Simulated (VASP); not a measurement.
Input of a VASP 6.6.1 run:

Contents of POSCAR:

```
TaN
1.0
    5.0297128823      0.0000000000      0.0000000000
   -2.5148564411      4.3558591298      0.0000000000
    0.0000000000      0.0000000000      2.9744917276
Ta N
3 3
Direct
    0.0000000000      0.0000000000      0.0000000000
    0.3333333333      0.6666666667      0.5000000000
    0.6666666667      0.3333333333      0.5000000000
    0.5000000000      0.0000000000      0.0000000000
    0.5000000000      0.5000000000      0.0000000000
    0.0000000000      0.5000000000      0.0000000000
```

INCAR.step1

```
SYSTEM = TaN
ALGO = Normal
EDIFF = 1E-4
ENCUT = 520
GGA = PE
ISMEAR = 0
LASPH = .True.
LCHARG = .False.
LREAL = .False.
LWAVE = .True.
NBANDS = 33
NELM = 60
PREC = Accurate
SIGMA = 0.1
```

The input INCAR.step2:

```
SYSTEM = TaN
ALGO = Normal
EDIFF = 1E-6
ENCUT = 520
ISIF = 2
ISMEAR = 0
ISTART = 1
LASPH = .True.
LCHARG = .True.
LELF = .True.
LMIXTAU = .True.
LREAL = .False.
LVHAR = .True.
LWAVE = .False.
METAGGA = R2SCAN
NBANDS = 33
NELM = 60
PREC = Accurate
SIGMA = 0.1
```

KPOINTS

```
k-points
0
Gamma
  12 12 12
  0 0 0
```

Potentials or basis: VASP PAW PBE potentials, release 64 (Ta_pv, N).

Launch:

```console
$ cat potpaw_PBE.64/Ta_pv/POTCAR potpaw_PBE.64/N/POTCAR > POTCAR
$ cp INCAR.step1 INCAR
$ mpirun -np 1 vasp_std > vasp.out
$ cp INCAR.step2 INCAR
$ mpirun -np 1 vasp_std > vasp.out
```

Predict the band gap on the k mesh.

zero (bands 24 and 25 overlap by 1.79 eV).

What does it give for the pressure?

17.4 GPa.

Stress tensor (GPa, compression positive):
```
24.32  0.00  0.00
 0.00 24.32  0.00
 0.00  0.00  3.59
```

Caveat: the cell differs from its parent crystal (biaxial strain in the a-b plane: -4.0 %); the cell stands under pressure; the PAW data sets were made with another functional, which shifts forces and pressure a little; spin-orbit coupling is left out, which moves the levels of the heavy elements.
